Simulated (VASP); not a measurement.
# SrTiO3 (I4/mcm) in VASP: a series of runs

Aim: see how the results for SrTiO3 move with the level of theory and the settings. Levels: PBE, r2SCAN. Tasks: single point.

Program: VASP 6.6.1. These are calculated values, not measurements. Logs are shortened: lines on timing, memory, paths and dates and some standing lists are left out, and cuts for length are marked.

**1. The cell of the first run**

The structure is tetragonal, space group I4/mcm (No. 140). The conventional cell has a = 5.555 Å, b = 5.555 Å, c = 7.893 Å, α = 90.00°, β = 90.00°, γ = 90.00°. Sr (site symmetry -42m) has 12 O at 2.67 to 2.91 Å and 8 Ti at 3.41 Å within 3.5 Å. Within 2.6 Å of Ti (site symmetry 4/m) lie 6 O at 1.97 Å. O (site symmetry m2m) has 2 Ti at 1.97 Å and 4 Sr at 2.67 to 2.91 Å and 8 O at 2.79 Å within 3.0 Å. Within 2.6 Å of O (site symmetry 422) lie 2 Ti at 1.97 Å.

**2. Single point, PBE**

The input, INCAR:

```
SYSTEM = SrTiO3
PREC = Accurate
ENCUT = 520
EDIFF = 1E-6
ISMEAR = -1
SIGMA = 0.02
LREAL = .FALSE.
LASPH = .TRUE.
NELM = 60
ALGO = Normal
ISIF = 2
LWAVE = .FALSE.
LCHARG = .FALSE.
GGA = PE
NBANDS = 51
```

The input, KPOINTS:

```
Automatic mesh
0
G
  6 6 6
  0 0 0
```

The input, POSCAR:

```
SrTiO3
1.0
   -2.7776840070      2.7776840070      3.9463272195
    2.7776840070     -2.7776840070      3.9463272195
    2.7776840070      2.7776840070     -3.9463272195
Sr Ti O
2 2 6
Direct
    0.7500000000      0.2500000000      0.5000000000
    0.2500000000      0.7500000000      0.5000000000
    0.0000000000      0.0000000000      0.0000000000
    0.5000000000      0.5000000000      0.0000000000
    0.7717207918      0.2717207918      0.0434415835
    0.2717207918      0.2282792082      0.5000000000
    0.7282792082      0.7717207918      0.5000000000
    0.2282792082      0.7282792082      0.9565584165
    0.7500000000      0.7500000000      0.0000000000
    0.2500000000      0.2500000000      0.0000000000
```

Potentials or basis: VASP PAW PBE potentials, release 64 (Sr_sv, Ti_sv, O).

Started as:

```
> cat potpaw_PBE.64/Sr_sv/POTCAR potpaw_PBE.64/Ti_sv/POTCAR potpaw_PBE.64/O/POTCAR > POTCAR
> mpirun -np 1 vasp_std > vasp.out
```

OUTCAR:

```text
SYSTEM = SrTiO3
   PREC = Accurate
   ENCUT = 520
   EDIFF = 1E-6
   ISMEAR = -1
   LREAL = .FALSE.
   LASPH = .TRUE.
   NELM = 60
   ISIF = 2
   GGA = PE

 ion  position               nearest neighbor table
   1  0.750  0.250  0.500-   8 2.67   7 2.67   6 2.67   5 2.67   9 2.78  10 2.78   9 2.78  10 2.78
                             5 2.91   8 2.91   6 2.91   7 2.91   4 3.41   3 3.41   4 3.41   3 3.41
   2  0.250  0.750  0.500-   5 2.67   6 2.67   7 2.67   8 2.67   9 2.78  10 2.78  10 2.78   9 2.78
                             8 2.91   5 2.91   7 2.91   6 2.91   4 3.41   3 3.41   4 3.41   3 3.41
   3  0.000  0.000  0.000-   5 1.97   8 1.97   6 1.97   7 1.97  10 1.97   9 1.97   1 3.41   1 3.41
                             2 3.41   2 3.41   1 3.41   2 3.41   1 3.41   2 3.41
   4  0.500  0.500  0.000-   5 1.97   8 1.97   7 1.97   6 1.97  10 1.97   9 1.97   1 3.41   1 3.41
                             2 3.41   2 3.41   2 3.41   1 3.41   2 3.41   1 3.41
   5  0.772  0.272  0.043-   3 1.97   4 1.97   2 2.67   1 2.67   1 2.91   2 2.91
   6  0.272  0.228  0.500-   4 1.97   3 1.97   1 2.67   2 2.67   2 2.91   1 2.91
   7  0.728  0.772  0.500-   3 1.97   4 1.97   1 2.67   2 2.67   2 2.91   1 2.91
   8  0.228  0.728  0.957-   3 1.97   4 1.97   1 2.67   2 2.67   2 2.91   1 2.91
   9  0.750  0.750  0.000-   3 1.97   4 1.97   1 2.78   2 2.78   1 2.78   2 2.78
  10  0.250  0.250  0.000-   3 1.97   4 1.97   1 2.78   2 2.78   2 2.78   1 2.78

  LATTYP: Found a body centered tetragonal cell.
 ALAT       =     5.5553680140
 C/A-ratio  =     1.4207257591

  Lattice vectors:

 A1 = (  -2.7776840070,   2.7776840070,   3.9463272195)
 A2 = (   2.7776840070,  -2.7776840070,   3.9463272195)
 A3 = (   2.7776840070,   2.7776840070,  -3.9463272195)

Analysis of symmetry for initial positions (statically):
=====================================================================
 Subroutine PRICEL returns:
 Original cell was already a primitive cell.

 Routine SETGRP: Setting up the symmetry group for a
 body centered tetragonal supercell.

 Subroutine GETGRP returns: Found 16 space group operations
 (whereof  8 operations were pure point group operations)
 out of a pool of 16 trial point group operations.

The static configuration has the point symmetry C_4h.
 The point group associated with its full space group is D_4h.

Analysis of symmetry for dynamics (positions and initial velocities):
=====================================================================
 Subroutine PRICEL returns:
 Original cell was already a primitive cell.

 Routine SETGRP: Setting up the symmetry group for a
 body centered tetragonal supercell.

 Subroutine GETGRP returns: Found 16 space group operations
 (whereof  8 operations were pure point group operations)
 out of a pool of 16 trial point group operations.

The dynamic configuration has the point symmetry C_4h.
 The point group associated with its full space group is D_4h.

 Subroutine INISYM returns: Found 16 space group operations
 (whereof  8 operations are pure point group operations),
 and found     1 'primitive' translations

----------------------------------------------------------------------------------------

                                     Primitive cell

  volume of cell :     121.7920

  direct lattice vectors                    reciprocal lattice vectors
    -2.777684007  2.777684007  3.946327220     0.000000000  0.180006077  0.126700086
     2.777684007 -2.777684007  3.946327220     0.180006077  0.000000000  0.126700086
     2.777684007  2.777684007 -3.946327220     0.180006077  0.180006077  0.000000000

  length of vectors
     5.568173436  5.568173436  5.568173436     0.220125191  0.220125191  0.254567035

  position of ions in fractional coordinates (direct lattice)
     0.750000000  0.250000000  0.500000000
     0.250000000  0.750000000  0.500000000
     0.000000000  0.000000000  0.000000000
     0.500000000  0.500000000  0.000000000
     0.771720792  0.271720792  0.043441583
     0.271720792  0.228279208  0.500000000
     0.728279208  0.771720792  0.500000000
     0.228279208  0.728279208  0.956558417
     0.750000000  0.750000000  0.000000000
     0.250000000  0.250000000  0.000000000

  ion indices of the primitive-cell ions
   primitive index   ion index
                 1           1
                 2           2
                 3           3
                 4           4
                 5           5
                 6           6
                 7           7
                 8           8
                 9           9
                10          10

----------------------------------------------------------------------------------------

 KPOINTS: Automatic mesh

Automatic generation of k-mesh.
 Grid dimensions read from file:
 generate k-points for:    6    6    6

 Generating k-lattice:

  Cartesian coordinates                     Fractional coordinates (reciprocal lattice)
[... 67 lines left out ...]
  Fermi-wavevector in a.u.,A,eV,Ry     =   1.423088  2.689247 27.554258  2.025181
  Thomas-Fermi vector in A             =   2.543723
   LORBIT       =      0    0 simple, 1 ext, 2 COOP (PROOUT), +10 PAW based schemes
   GGA     = PE    functional components
   LHFCALC =     F    Hartree Fock is set to
   AEXX    =    0.0000 exact exchange contribution
   IVDW    =     0    specifies the selected vdW correction
   LEPSILON=     F    determine dielectric tensor
   LRPA    =     F    only Hartree local field effects (RPA)
 non-spin polarized calculation
  energy-cutoff  :      520.00
  volume of cell :      121.79
 maximum number of plane-waves:      3295
 NGX is ok and might be reduce to    42
   NGX = 21   NGY = 21   NGZ = 21

 number of electron      80.0000030 magnetization

 Free energy of the ion-electron system (eV)
  ---------------------------------------------------
  ext. energy  EPLUGINS =         0.00000000
  ---------------------------------------------------
  free energy    TOTEN  =       -80.21351500 eV

  energy without entropy =      -80.21351500  energy(sigma->0) =      -80.21351500

 E-fermi :   4.4156     XC(G=0): -11.1534

 val. band max:        3.8878765761   @ k =   0.0000   0.0000   0.0000
 cond. band min:       5.7868287410   @ k =   0.0000   0.0000   0.0000
 fundamental gap:      1.8989521649
 Fermi energy:         4.4155735540

 k-point     1 :       0.0000    0.0000    0.0000
  band No.  band energies     occupation
      1     -52.6278      2.00000
      2     -52.6238      2.00000
      3     -28.9141      2.00000
      4     -28.9123      2.00000
      5     -28.9123      2.00000
      6     -28.8579      2.00000
[... 43 lines left out ...]
     50       9.6284      0.00000
     51      10.0774      0.00000

 k-point     2 :       0.1667    0.0000    0.0000
  band No.  band energies     occupation
      1     -52.6275      2.00000
      2     -52.6241      2.00000
      3     -28.9109      2.00000
      4     -28.9091      2.00000
      5     -28.9086      2.00000
      6     -28.8833      2.00000
[... 43 lines left out ...]
     50       9.9407      0.00000
     51      10.5042      0.00000

 k-point     3 :       0.3333    0.0000   -0.0000
  band No.  band energies     occupation
      1     -52.6268      2.00000
      2     -52.6248      2.00000
      3     -28.9098      2.00000
      4     -28.9097      2.00000
      5     -28.8994      2.00000
      6     -28.8976      2.00000
[... 43 lines left out ...]
     50      10.6857      0.00000
     51      10.9799      0.00000
[... 1027 lines left out ...]
 k-point    23 :      -0.3333   -0.3333    0.1667
  band No.  band energies     occupation
      1     -52.6265      2.00000
      2     -52.6251      2.00000
      3     -28.9442      2.00000
      4     -28.9279      2.00000
      5     -28.8988      2.00000
      6     -28.8710      2.00000
[... 43 lines left out ...]
     50      10.9027      0.00000
     51      11.1861      0.00000

 k-point    24 :      -0.1667   -0.3333    0.1667
  band No.  band energies     occupation
      1     -52.6270      2.00000
      2     -52.6246      2.00000
      3     -28.9267      2.00000
      4     -28.9143      2.00000
      5     -28.9097      2.00000
      6     -28.8842      2.00000
[... 43 lines left out ...]
     50      10.4563      0.00000
     51      10.5518      0.00000

 [... further k-points ...]

------------------------ aborting loop because EDIFF is reached ----------------------------------------

  FORCE on cell =-STRESS in cart. coord.  units (eV):
  Direction    XX          YY          ZZ          XY          YZ          ZX
  --------------------------------------------------------------------------------------
  -------------------------------------------------------------------------------------
  Total        0.4578731      0.4578731      0.4743894      0.0000000      0.0000000      0.0000000
  in kB        6.0233343      6.0233343      6.2406064      0.0000000      0.0000000      0.0000000
  external PRESSURE =       6.0957583 kB  Pullay stress =       0.0000000 kB

 VOLUME and BASIS-vectors are now :
 -----------------------------------------------------------------------------
  energy-cutoff  :      520.00
  volume of cell :      121.79
      direct lattice vectors                 reciprocal lattice vectors
    -2.777684007  2.777684007  3.946327220     0.000000000  0.180006077  0.126700086
     2.777684007 -2.777684007  3.946327220     0.180006077  0.000000000  0.126700086
     2.777684007  2.777684007 -3.946327220     0.180006077  0.180006077  0.000000000

 POSITION                                       TOTAL-FORCE (eV/Angst)
 -----------------------------------------------------------------------------------
     -0.00000      2.77768      1.97316        -0.000000     -0.000000     -0.000000
      2.77768     -0.00000      1.97316        -0.000000      0.000000     -0.000000
      0.00000      0.00000      0.00000        -0.000000     -0.000000     -0.000000
      0.00000      0.00000      3.94633        -0.000000     -0.000000     -0.000000
     -1.26818      1.50951      3.94633        -0.002269     -0.002269     -0.000000
      1.26818      1.50951     -0.00000         0.002269     -0.002269     -0.000000
      1.50951      1.26818      3.94633        -0.002269      0.002269     -0.000000
      4.04586      1.26818     -0.00000         0.002269      0.002269      0.000000
      0.00000      0.00000      5.91949        -0.000000      0.000000     -0.000000
      0.00000      0.00000      1.97316        -0.000000     -0.000000     -0.000000
 -----------------------------------------------------------------------------------
    total drift:                               -0.000000     -0.000000      0.000000

  FREE ENERGIE OF THE ION-ELECTRON SYSTEM (eV)
  ---------------------------------------------------
  free  energy   TOTEN  =       -80.2135150008 eV

  energy  without entropy=      -80.2135150008  energy(sigma->0) =      -80.21351500
```

It took 3.1 min on 1 thread of Intel Xeon 6975P-C (Granite Rapids), shared host; peak memory 0.34 GiB.

Results:

```
Free energy            : -80.2135 eV
Pressure               : 0.6 GPa
Largest force          : 0.003 eV/Å
Band gap on the k mesh : 1.90 eV
```

Forces on the atoms (eV/Å):
```
Sr   0.000  0.000  0.000
Sr   0.000  0.000  0.000
Ti   0.000  0.000  0.000
Ti   0.000  0.000  0.000
O   -0.002 -0.002  0.000
O    0.002 -0.002  0.000
O   -0.002  0.002  0.000
O    0.002  0.002  0.000
O    0.000  0.000  0.000
O    0.000  0.000  0.000
```

Levels at points of the mesh, in eV from the valence-band top:
| k point | band 36 | band 37 | band 38 | band 39 | band 40 | band 41 | band 42 | band 43 | band 44 | band 45 |
| --- | --- | --- | --- | --- | --- | --- | --- | --- | --- | --- |
| (0.00, 0.00, 0.00) | -0.31 | -0.31 | -0.11 | 0.00 | 0.00 | 1.90 | 1.90 | 1.91 | 3.98 | 4.19 |
| (0.50, 0.00, 0.00) | -0.92 | -0.75 | -0.75 | -0.55 | -0.55 | 3.28 | 3.28 | 3.33 | 3.33 | 3.37 |
| (0.50, 0.50, 0.00) | -1.47 | -1.38 | -0.68 | -0.67 | -0.05 | 2.03 | 3.63 | 3.65 | 3.67 | 3.69 |
| (0.50, 0.50, 0.50) | -1.45 | -1.45 | -0.63 | -0.63 | -0.07 | 2.06 | 3.60 | 3.60 | 3.78 | 3.78 |

**3. Single point, r2SCAN**

This run uses another cell than the first one, of 11.92 Å³/atom.

The input, POSCAR:

```
SrTiO3
1.0
   -2.7589050186      2.7589050186      3.9136137928
    2.7589050186     -2.7589050186      3.9136137928
    2.7589050186      2.7589050186     -3.9136137928
Sr Ti O
2 2 6
Direct
    0.7500000000      0.2500000000      0.5000000000
    0.2500000000      0.7500000000      0.5000000000
    0.0000000000      0.0000000000      0.0000000000
    0.5000000000      0.5000000000      0.0000000000
    0.7669008901      0.2669008901      0.0338017802
    0.2669008901      0.2330991099      0.5000000000
    0.7330991099      0.7669008901      0.5000000000
    0.2330991099      0.7330991099      0.9661982198
    0.7500000000      0.7500000000      0.0000000000
    0.2500000000      0.2500000000      0.0000000000
```

The input, INCAR.step1:

```
  PREC = Accurate
  ENCUT = 520
  ISMEAR = -1
  SIGMA = 0.02
  LREAL = False
  LASPH = True
  NELM = 60
  NBANDS = 51
  GGA = PE
  ALGO = Normal
  EDIFF = 1E-4
  LWAVE = True
  LCHARG = False
```

The input, INCAR.step2:

```
  PREC = Accurate
  ENCUT = 520
  EDIFF = 1E-6
  ISMEAR = -1
  SIGMA = 0.02
  LREAL = False
  LASPH = True
  NELM = 60
  ALGO = Normal
  ISIF = 2
  LWAVE = False
  LCHARG = False
  METAGGA = R2SCAN
  LMIXTAU = True
  NBANDS = 51
  ISTART = 1
```

The input, KPOINTS:

```
Automatic mesh
0
Gamma
  6 6 6
```

Potentials or basis: VASP PAW PBE potentials, release 64 (Sr_sv, Ti_sv, O).

Started as:

```
> cat potpaw_PBE.64/Sr_sv/POTCAR potpaw_PBE.64/Ti_sv/POTCAR potpaw_PBE.64/O/POTCAR > POTCAR
> cp INCAR.step1 INCAR
> mpirun -np 1 vasp_std > vasp.out
> cp INCAR.step2 INCAR
> mpirun -np 1 vasp_std > vasp.out
```

Wall time 9.3 min (1 thread of Intel Xeon 6975P-C (Granite Rapids), shared host); peak memory 0.38 GiB.

Results (log left out):

| Property | Result |
| --- | --- |
| Free energy | -126.6609 eV |
| Pressure | 0.9 GPa |
| Band gap on the k mesh | 2.32 eV |

Levels at points of the mesh, in eV from the valence-band top:
| k point | band 38 | band 39 | band 40 | band 41 | band 42 | band 43 |
| --- | --- | --- | --- | --- | --- | --- |
| (0.00, 0.00, 0.00) | -0.07 | 0.00 | 0.00 | 2.32 | 2.32 | 2.33 |
| (0.50, 0.00, 0.00) | -0.83 | -0.61 | -0.61 | 3.78 | 3.78 | 3.82 |
| (0.50, 0.50, 0.00) | -0.74 | -0.73 | -0.07 | 2.47 | 4.15 | 4.17 |
| (0.50, 0.50, 0.50) | -0.71 | -0.71 | -0.08 | 2.49 | 4.11 | 4.11 |

Caveat: the PAW data sets were made with another functional, which shifts forces and pressure a little.

**4. Single point, r2SCAN**

This run uses another cell than the first one, of 11.92 Å³/atom.

POSCAR is that of step 3.

The input, INCAR.step1:

```
PREC = Accurate
ENCUT = 520
ISMEAR = 0
SIGMA = 0.01
LREAL = False
LASPH = True
NELM = 80
NBANDS = 51
GGA = PE
ALGO = Normal
EDIFF = 1E-4
LWAVE = True
LCHARG = False
```

The input, INCAR.step2:

```
PREC = Accurate
ENCUT = 520
EDIFF = 1E-6
ISMEAR = 0
SIGMA = 0.01
LREAL = False
LASPH = True
NELM = 80
ALGO = Normal
ISIF = 2
LWAVE = False
LCHARG = False
METAGGA = R2SCAN
LMIXTAU = True
NBANDS = 51
ISTART = 1
```

The input, KPOINTS:

```
regular mesh
0
Gamma
  6 6 6
```

Started as:

```
> cat potpaw_PBE.64/Sr_sv/POTCAR potpaw_PBE.64/Ti_sv/POTCAR potpaw_PBE.64/O/POTCAR > POTCAR
> cp INCAR.step1 INCAR
> mpirun -np 1 vasp_std > vasp.out
> cp INCAR.step2 INCAR
> mpirun -np 1 vasp_std > vasp.out
```

Wall time 9.3 min (1 thread of Intel Xeon 6975P-C (Granite Rapids), shared host); peak memory 0.38 GiB.

It converged, with:

* Free energy: -126.6609 eV
* Pressure: 0.9 GPa
* Band gap on the k mesh: 2.32 eV

Levels at points of the mesh, in eV from the valence-band top:
| k point | band 37 | band 38 | band 39 | band 40 | band 41 | band 42 | band 43 | band 44 |
| --- | --- | --- | --- | --- | --- | --- | --- | --- |
| (0.00, 0.00, 0.00) | -0.35 | -0.07 | 0.00 | 0.00 | 2.32 | 2.32 | 2.33 | 4.49 |
| (0.50, 0.00, 0.00) | -0.83 | -0.83 | -0.61 | -0.61 | 3.78 | 3.78 | 3.82 | 3.82 |
| (0.50, 0.50, 0.00) | -1.50 | -0.74 | -0.73 | -0.07 | 2.47 | 4.15 | 4.17 | 4.18 |
| (0.50, 0.50, 0.50) | -1.54 | -0.71 | -0.71 | -0.08 | 2.49 | 4.11 | 4.11 | 4.27 |

Caveat: the PAW data sets were made with another functional, which shifts forces and pressure a little. A k mesh can miss the band edges.

**5. The runs side by side**

```tsv
level	cell	smearing	gap on the mesh (eV)	pressure (GPa)
PBE	a = 5.568 Å, angles 120.2, 120.2, 89.7°, 10 atoms, atomic positions A	fermi-dirac 0.02 eV	1.90	0.6
r2SCAN	a = 5.526 Å, angles 120.1, 120.1, 89.8°, 10 atoms, atomic positions B	fermi-dirac 0.02 eV	2.32	0.9
r2SCAN	a = 5.526 Å, angles 120.1, 120.1, 89.8°, 10 atoms, atomic positions B	gaussian 0.01 eV	2.32	0.9
```

Alike in all rows: task single point; potentials or basis VASP PAW PBE potentials, release 64 (Sr_sv, Ti_sv, O); no spin polarisation; k mesh 6 × 6 × 6; cutoff (eV) 520.

Caveats: the PAW data sets were made with another functional, which shifts forces and pressure a little (at least some runs).

Total energies depend on the potentials used, so only differences within one code and one set of settings carry meaning.
